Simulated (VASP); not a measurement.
Set up this calculation in VASP 6.6.1, as the native input.

| Item | Value |
| --- | --- |
| Task | single point |
| Functional | PBE |
| Potentials or basis | VASP PAW PBE potentials, release 64 (Sc_sv) |
| Cutoff | 520 eV |
| k mesh | 9 × 9 × 9 |
| Occupations | fermi-dirac, width 0.1 eV |
| Spin | no spin polarisation |
| Dipole correction | no |
| Further INCAR settings | ALGO = Normal; EDIFF = 1e-07; NBANDS = 18 |

The structure of Sc lies in POSCAR:

```
Sc
1.0
    0.0000000000      3.2861346735      3.2861346735
    3.2861346735      0.0000000000      3.2861346735
    3.2861346735      3.2861346735      0.0000000000
Sc
2
Direct
    0.1250000000      0.1250000000      0.1250000000
    0.8750000000      0.8750000000      0.8750000000
```

This isn't the form of Sc at room conditions, which is hcp.

These files were run (other wordings do the same):

INCAR

```
  PREC = Accurate
  ENCUT = 520
  EDIFF = 1E-7
  ISMEAR = -1
  SIGMA = 0.1
  LREAL = F
  LASPH = T
  NELM = 100
  ALGO = Normal
  ISIF = 2
  LWAVE = F
  LCHARG = T
  GGA = PE
  LELF = T
  LVHAR = T
  NBANDS = 18
```

KPOINTS

```
Automatic mesh
0
Gamma
  9 9 9
```

Potentials or basis: VASP PAW PBE potentials, release 64 (Sc_sv).

The run is started by

```sh
$ cat potpaw_PBE.64/Sc_sv/POTCAR > POTCAR
$ mpirun -np 1 vasp_std > vasp.out
```

Results of the run:

- Pressure: 0.0 GPa
- Band gap on the k mesh: zero (bands 11 and 12 overlap by 0.58 eV)

Run time: 66 s on 1 thread of Intel Xeon 8259CL (shared host), peak memory 0.21 GiB.
